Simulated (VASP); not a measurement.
## Y2AlN3: single point with PBE

Crystal: Y2AlN3.

```
Y Al N
1.0
     2.19986    1.27009    6.70562
    -2.19986    1.27009    6.70562
     0.00000   -2.54018    6.70562
Y Al N
2 1 3
Direct
  0.24139 0.24139 0.24139
  0.75861 0.75861 0.75861
  0.00000 0.00000 0.00000
  0.50000 0.50000 0.00000
  0.00000 0.50000 0.50000
  0.50000 0.00000 0.50000
```

The cell was built from a structure type or drawn by symmetry, and may not be a known phase.

- Program: VASP 6.6.1
- Task: single point
- Functional: PBE
- Potentials or basis: VASP PAW PBE potentials, release 64 (Y_sv, Al, N)
- Cutoff: 600 eV
- k mesh: 6 × 6 × 6
- Occupations: gaussian, width 0.1 eV
- Spin: no spin polarisation
- Dipole correction: no
- Further INCAR settings: ALGO = Normal; EDIFF = 1e-06; NBANDS = 29

```yaml
Pressure: -0.1 GPa
Largest_force: 0.026 eV/Å
Band_gap_on_the_k_mesh: zero (bands 20 and 21 overlap by 1.61 eV)
```

Forces in eV/Å, atoms in the order of the input:
```
Y    0.000  0.000 -0.026
Y    0.000  0.000  0.026
Al   0.000  0.000  0.000
N    0.000  0.000  0.000
N    0.000  0.000  0.000
N    0.000  0.000  0.000
```

Stress tensor (GPa, compression positive):
```
-0.19  0.00  0.00
 0.00 -0.19  0.00
 0.00  0.00 -0.04
```

Levels at points of the mesh, in eV from the Fermi level:
| k point | band 17 | band 18 | band 19 | band 20 | band 21 | band 22 | band 23 | band 24 |
| --- | --- | --- | --- | --- | --- | --- | --- | --- |
| (0.00, 0.00, 0.00) | -2.33 | -2.33 | -0.41 | 0.29 | 1.39 | 2.00 | 2.00 | 2.59 |
| (0.50, 0.00, 0.00) | -2.83 | -1.94 | -1.71 | -0.54 | 0.07 | 0.15 | 2.37 | 2.74 |
| (0.50, 0.50, 0.00) | -2.77 | -1.93 | -1.58 | -0.74 | -0.22 | 0.82 | 1.45 | 2.48 |
| (0.50, 0.50, 0.50) | -2.45 | -2.31 | -1.02 | 1.39 | 1.47 | 1.47 | 2.18 | 2.41 |

Wall time 13 min on 1 thread of Intel Xeon 8259CL, with other jobs on the host, peak memory 0.58 GiB.
